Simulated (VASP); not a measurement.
# TaAs (I4_1md) in VASP: single point with PBE

Aim: the single point of TaAs with PBE.

Everything below comes from runs of VASP 6.6.1. Logs are shortened: lines on timing, memory, paths and dates and some standing lists are left out, and cuts for length are marked.

**1. The cell of the first run**

It takes space group I4_1md (No. 109, tetragonal). Conventional cell: a = 3.463 Å, b = 3.463 Å, c = 11.735 Å, α = 90.00°, β = 90.00°, γ = 90.00°. Within 3.5 Å of Ta (site symmetry 2mm) lie 6 As at 2.62 to 2.63 Å and 8 Ta at 3.41 to 3.46 Å. As (site symmetry 2mm) has 6 Ta at 2.62 to 2.63 Å and 8 As at 3.41 to 3.46 Å within 3.5 Å.

**2. Single point, PBE**

The input, POSCAR:

```
TaAs
1.0
   -1.7314485038      1.7314485038      5.8672947340
    1.7314485038     -1.7314485038      5.8672947340
    1.7314485038      1.7314485038     -5.8672947340
Ta As
2 2
Direct
    0.5001741945      1.0001741945      0.5000000000
    0.7501741945      0.7501741945      0.0000000000
    0.0824252255      0.5824252255      0.5000000000
    0.3324252255      0.3324252255      0.0000000000
```

The input, INCAR.step1:

```
PREC = Accurate
ENCUT = 520
EDIFF = 1E-6
ISMEAR = 0
SIGMA = 0.1
LREAL = F
LASPH = T
NELM = 100
ALGO = Normal
ISIF = 2
LWAVE = F
LCHARG = T
LMAXMIX = 4
GGA = PE
NBANDS = 24
```

The input, KPOINTS.step1:

```
regular mesh
0
Gamma
  18 18 18
```

The input, INCAR.step2:

```
PREC = Accurate
ENCUT = 520
EDIFF = 1E-6
ISMEAR = -5
SIGMA = 0.1
LREAL = F
LASPH = T
NELM = 100
ALGO = Normal
ISIF = 2
LWAVE = F
LCHARG = F
LMAXMIX = 4
GGA = PE
LORBIT = 11
NEDOS = 1001
ICHARG = 11
```

The input, KPOINTS.step2:

```
regular mesh
0
Gamma
  27 27 27
```

Potentials or basis: VASP PAW PBE potentials, release 64 (Ta_pv, As).

Started as:

```bash
$ cat potpaw_PBE.64/Ta_pv/POTCAR potpaw_PBE.64/As/POTCAR > POTCAR
$ cp INCAR.step1 INCAR
$ cp KPOINTS.step1 KPOINTS
$ mpirun -np 1 vasp_std > vasp.out
$ cp INCAR.step2 INCAR
$ cp KPOINTS.step2 KPOINTS
$ mpirun -np 1 vasp_std > vasp.out
```

OUTCAR:

```text
PREC = Accurate
   ENCUT = 520
   EDIFF = 1E-6
   ISMEAR = -5
   LREAL = F
   LASPH = T
   NELM = 100
   ISIF = 2
   GGA = PE
   LORBIT = 11
   ICHARG = 11

 ion  position               nearest neighbor table
   1  0.500  0.000  0.500-   4 2.62   4 2.62   3 2.63   3 2.63   3 2.63   3 2.63   2 3.41   2 3.41
                             2 3.41   2 3.41
   2  0.750  0.750  0.000-   3 2.62   3 2.62   4 2.63   4 2.63   4 2.63   4 2.63   1 3.41   1 3.41
                             1 3.41   1 3.41
   3  0.082  0.582  0.500-   2 2.62   2 2.62   1 2.63   1 2.63   1 2.63   1 2.63
   4  0.332  0.332  0.000-   1 2.62   1 2.62   2 2.63   2 2.63   2 2.63   2 2.63

  LATTYP: Found a body centered tetragonal cell.
 ALAT       =     3.4628970076
 C/A-ratio  =     3.3886625684

  Lattice vectors:

 A1 = (  -1.7314485038,   1.7314485038,   5.8672947340)
 A2 = (   1.7314485038,  -1.7314485038,   5.8672947340)
 A3 = (   1.7314485038,   1.7314485038,  -5.8672947340)

Analysis of symmetry for initial positions (statically):
=====================================================================
 Subroutine PRICEL returns:
 Original cell was already a primitive cell.

 Routine SETGRP: Setting up the symmetry group for a
 body centered tetragonal supercell.

 Subroutine GETGRP returns: Found  8 space group operations
 (whereof  4 operations were pure point group operations)
 out of a pool of 16 trial point group operations.

The static configuration has the point symmetry C_2v.
 The point group associated with its full space group is C_4v.

Analysis of symmetry for dynamics (positions and initial velocities):
=====================================================================
 Subroutine PRICEL returns:
 Original cell was already a primitive cell.

 Routine SETGRP: Setting up the symmetry group for a
 body centered tetragonal supercell.

 Subroutine GETGRP returns: Found  8 space group operations
 (whereof  4 operations were pure point group operations)
 out of a pool of 16 trial point group operations.

The dynamic configuration has the point symmetry C_2v.
 The point group associated with its full space group is C_4v.

 Subroutine INISYM returns: Found  8 space group operations
 (whereof  4 operations are pure point group operations),
 and found     1 'primitive' translations

[... 103 lines left out ...]
   NSW    =      0    number of steps for IOM
   IBRION =     -1    ionic relax: 0-MD 1-quasi-New 2-CG
   NFREE  =      0    steps in history (QN), initial steepest desc. (CG)
   ISIF   =      2    stress and relaxation
   ISYM   =      2    0-nonsym 1-usesym 2-fastsym
   POTIM  = 0.5000    time-step for ionic-motion
   TEBEG  =    0.0;   TEEND  =   0.0 temperature during run
   PSTRESS=    0.0 pullay stress
   NELECT =      32.0000    total number of electrons
   NUPDOWN=      -1.0000    fix difference up-down
   EMIN   =  10.00;   EMAX   =-10.00  energy-range for DOS
   EFERMI =   0.00;   METHOD = LEGACY
   ISMEAR =    -5;   SIGMA  =   0.10  broadening in eV -4-tet -1-fermi 0-gaus
   EFERMI_NEDOS =   21; number of points for ismear=-14 and -15
   IALGO  =     38    algorithm
   IMIX   =      4    mixing-type and parameters
     AMIX     =   0.40;   BMIX     =  1.00
     AMIX_MAG =   1.60;   BMIX_MAG =  1.00
  volume/ion in A,a.u.               =      17.59       118.70
  Fermi-wavevector in a.u.,A,eV,Ry     =   1.258981  2.379129 21.565682  1.585033
  Thomas-Fermi vector in A             =   2.392563
   LORBIT       =     11    0 simple, 1 ext, 2 COOP (PROOUT), +10 PAW based schemes
   GGA     = PE    functional components
   LHFCALC =     F    Hartree Fock is set to
   AEXX    =    0.0000 exact exchange contribution
   IVDW    =     0    specifies the selected vdW correction
   LEPSILON=     F    determine dielectric tensor
   LRPA    =     F    only Hartree local field effects (RPA)
 non-spin polarized calculation
 Fermi weights with tetrahedron method with Bloechl corrections
  energy-cutoff  :      520.00
  volume of cell :       70.36
 maximum number of plane-waves:      1922

 number of electron      32.0000002 magnetization

 Free energy of the ion-electron system (eV)
  ---------------------------------------------------
  ext. energy  EPLUGINS =         0.00000000
  ---------------------------------------------------
  free energy    TOTEN  =       -35.11805380 eV

  energy without entropy =      -35.11805380  energy(sigma->0) =      -35.11805380

 E-fermi :   6.8707     XC(G=0): -11.8559

 val. band max:        6.9072253568   @ k =  -0.2222  -0.4815   0.2222
 cond. band min:       6.8457025442   @ k =  -0.2222   0.2963   0.2222
 fundamental gap:     -0.0615228125
 Fermi energy:         6.8706969138

 k-point     1 :       0.0000    0.0000    0.0000
  band No.  band energies     occupation
      1     -28.1311      2.00000
      2     -28.1004      2.00000
      3     -28.1004      2.00000
      4     -27.9551      2.00000
      5     -27.9551      2.00000
      6     -27.9014      2.00000
[... 541 lines left out ...]
     19       8.5758      0.00000
     20       9.2163      0.00000

 [... further k-points ...]

------------------------ aborting loop because EDIFF is reached ----------------------------------------

  FORCE on cell =-STRESS in cart. coord.  units (eV):
  Direction    XX          YY          ZZ          XY          YZ          ZX
  --------------------------------------------------------------------------------------
  -------------------------------------------------------------------------------------
  Total        0.2031920      0.2031920      0.1500979      0.0000000      0.0000000      0.0000000
  in kB        4.6270073      4.6270073      3.4179686      0.0000000      0.0000000      0.0000000
  external PRESSURE =       4.2239944 kB  Pullay stress =       0.0000000 kB

 VOLUME and BASIS-vectors are now :
 -----------------------------------------------------------------------------
  energy-cutoff  :      520.00
  volume of cell :       70.36
      direct lattice vectors                 reciprocal lattice vectors
    -1.731448504  1.731448504  5.867294734     0.000000000  0.288775553  0.085218150
     1.731448504 -1.731448504  5.867294734     0.288775553  0.000000000  0.085218150
     1.731448504  1.731448504 -5.867294734     0.288775553  0.288775553  0.000000000

 POSITION                                       TOTAL-FORCE (eV/Angst)
 -----------------------------------------------------------------------------------
      0.00000      1.73145      0.00204        -0.000000     -0.000000      0.003806
      0.00000      0.00000      8.80299        -0.000000     -0.000000      0.003806
      1.73145      0.00000      0.96723         0.000000     -0.000000     -0.003806
      0.00000      0.00000      3.90087        -0.000000      0.000000     -0.003806
 -----------------------------------------------------------------------------------
    total drift:                                0.000000      0.000000     -0.000157

  FREE ENERGIE OF THE ION-ELECTRON SYSTEM (eV)
  ---------------------------------------------------
  free  energy   TOTEN  =       -35.1180537996 eV

  energy  without entropy=      -35.1180537996  energy(sigma->0) =      -35.11805380

 total charge

# of ion       s       p       d       tot
------------------------------------------
    1        0.275   6.156   2.378   8.809
    2        0.275   6.156   2.378   8.809
    3        1.188   1.665   0.081   2.934
    4        1.188   1.665   0.081   2.934
--------------------------------------------------
tot          2.927  15.642   4.918  23.486
```

OUTCAR.step1:

```text
PREC = Accurate
   ENCUT = 520
   EDIFF = 1E-6
   ISMEAR = 0
   LREAL = F
[... 881 lines left out ...]
      0.00000      1.73145      0.00204        -0.000000     -0.000000      0.002033
      0.00000      0.00000      8.80299        -0.000000     -0.000000      0.002033
      1.73145      0.00000      0.96723         0.000000     -0.000000     -0.002033
      0.00000      0.00000      3.90087        -0.000000      0.000000     -0.002033
 -----------------------------------------------------------------------------------
    total drift:                                0.000000      0.000000     -0.000026

  FREE ENERGIE OF THE ION-ELECTRON SYSTEM (eV)
  ---------------------------------------------------
  free  energy   TOTEN  =       -35.1180267444 eV

  energy  without entropy=      -35.1163466658  energy(sigma->0) =      -35.11718671
```

It took 62 min on 1 thread of Intel Xeon Platinum 8488C (Sapphire Rapids), shared host; peak memory 1.9 GiB.

What came out:

| Property | Result |
| --- | --- |
| Valence electrons inside the program's atomic spheres | Ta 8.81; As 2.93 |

Caveat: spin-orbit coupling is left out, which moves the levels of the heavy elements.
